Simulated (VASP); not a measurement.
Write the native input for VASP 6.6.1 that does the following.

* Task: single point
* Functional: PBEsol
* Potentials or basis: VASP PAW PBE potentials, release 64 (Os)
* Cutoff: 520 eV
* k mesh: 20 × 20 × 20
* Occupations: gaussian, width 0.15 eV
* Spin: no spin polarisation
* Dipole correction: no
* Further INCAR settings: ALGO = Normal; EDIFF = 1e-06; NBANDS = 10

The structure of Os lies in POSCAR:

```
Os
1.0
    0.0000000000      1.8963750000      1.8477500000
    1.8963750000      0.0000000000      1.8477500000
    1.8963750000      1.8963750000      0.0000000000
Os
1
Direct
    0.0000000000      0.0000000000      0.0000000000
```

This cell differs from its parent crystal: strain -0.025 along x and y, -0.050 along z.

One way to write it, as run:

INCAR

```
SYSTEM = Os
  PREC = Accurate
  ENCUT = 520
  EDIFF = 1E-6
  ISMEAR = 0
  SIGMA = 0.15
  LREAL = .FALSE.
  LASPH = .TRUE.
  NELM = 60
  ALGO = Normal
  ISIF = 2
  LWAVE = .FALSE.
  LCHARG = .FALSE.
  GGA = PS
  NBANDS = 10
```

KPOINTS

```
Automatic mesh
0
G
  20 20 20
  0 0 0
```

Potentials or basis: VASP PAW PBE potentials, release 64 (Os).

The run is started by

```sh
$ cat potpaw_PBE.64/Os/POTCAR > POTCAR
$ mpirun -np 1 vasp_std > vasp.out
```

Results of the run:

```yaml
Pressure: 24.3 GPa
Band_gap_on_the_k_mesh: zero (band 4 reaches 12.86 eV, above the bottom of band 5 at 8.24 eV)
```

Caveat: the cell differs from its parent crystal (strain -0.025 along x and y, -0.050 along z); the PAW data sets were made with another functional, which shifts forces and pressure a little; spin-orbit coupling is left out, which moves the levels of the heavy elements.

It took 32 s on 1 thread of Intel(R) Xeon(R) 6975P-C (Granite Rapids) (shared host), peak memory 0.2 GiB.
